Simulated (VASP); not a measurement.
Here is a VASP 6.6.1 calculation.

INCAR

```
ALGO     = Fast           # electronic algorithm
EDIFF    = 1E-6           # SCF threshold, eV
ENCUT    = 520            # plane-wave cutoff, eV
GGA      = PS             # functional
GGA_COMPAT= False        
ISIF     = 2              # what is computed and relaxed
ISMEAR   = -1             # smearing method
LASPH    = True           # aspherical terms in the spheres
LCHARG   = True           # write CHGCAR
LMAXMIX  = 4              # l up to which the mixer works
LORBIT   = 11             # projections on sites
LORBMOM  = True         
LREAL    = False          # projectors in reciprocal space
LSORBIT  = True           # spin-orbit coupling
LVHAR    = True         
LWAVE    = False          # write WAVECAR
MAGMOM   = 0 0 0          # initial moments
NBANDS   = 22             # bands
NELM     = 150            # most SCF steps
PREC     = Accurate       # precision mode
SIGMA    = 0.05           # smearing width, eV
```

KPOINTS

```
k-points
0
Gamma
  11 11 11
```

Contents of POSCAR:

```
Ag
1.0
   -1.6556540000      1.6556540000      1.6556540000
    1.6556540000     -1.6556540000      1.6556540000
    1.6556540000      1.6556540000     -1.6556540000
Ag
1
Direct
    0.0000000000      0.0000000000      0.0000000000
```

Potentials or basis: VASP PAW PBE potentials, release 64 (Ag).

Run with:

```sh
$ cat potpaw_PBE.64/Ag/POTCAR > POTCAR
$ mpirun -np 1 vasp_ncl > vasp.out
```

(1) Predict the net moment.

(2) What does it give for the pressure?

## Answers

(1) 0.00 μB per cell.

(2) -7.5 GPa.

Caveat: the cell stands under tension; the PAW data sets were made with another functional, which shifts forces and pressure a little.
